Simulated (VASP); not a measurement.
Input of a VASP 6.6.1 run:

INCAR

```
SYSTEM = CuC3
PREC     = Accurate       ! precision mode
ENCUT    = 520            ! plane-wave cutoff, eV
EDIFF    = 1E-7           ! SCF threshold, eV
ISMEAR   = 0              ! smearing method
SIGMA    = 0.1            ! smearing width, eV
LREAL    = .False.        ! projectors in reciprocal space
LASPH    = .True.         ! aspherical terms in the spheres
NELM     = 100            ! most SCF steps
ALGO     = Normal         ! electronic algorithm
ISIF     = 2              ! what is computed and relaxed
LWAVE    = .False.        ! write WAVECAR
LCHARG   = .False.        ! write CHGCAR
GGA      = PS             ! functional
NBANDS   = 20             ! bands
```

KPOINTS

```
Automatic mesh
0
Gamma
  16 16 16
  0 0 0
```

POSCAR

```
CuC3
1.0
   -1.7982236511      1.7982236511      3.9682347310
    1.7982236511     -1.7982236511      3.9682347310
    1.7982236511      1.7982236511     -3.9682347310
Cu C
1 3
Direct
    0.0000000000      0.0000000000      0.0000000000
    0.7500000000      0.2500000000      0.5000000000
    0.2500000000      0.7500000000      0.5000000000
    0.5000000000      0.5000000000      0.0000000000
```

Potentials or basis: VASP PAW PBE potentials, release 64 (Cu, C).

Command:

```sh
$ cat potpaw_PBE.64/Cu/POTCAR potpaw_PBE.64/C/POTCAR > POTCAR
$ mpirun -np 1 vasp_std > vasp.out
```

Task: Estimate the pressure.

Result: -33.5 GPa.

Stress tensor (GPa, compression positive):
```
-34.68   0.00   0.00
  0.00 -34.68   0.00
  0.00   0.00 -31.09
```

Caveat: the cell differs from its parent crystal (Sn replaced by C, lengths x 0.793, strained); the PAW data sets were made with another functional, which shifts forces and pressure a little.
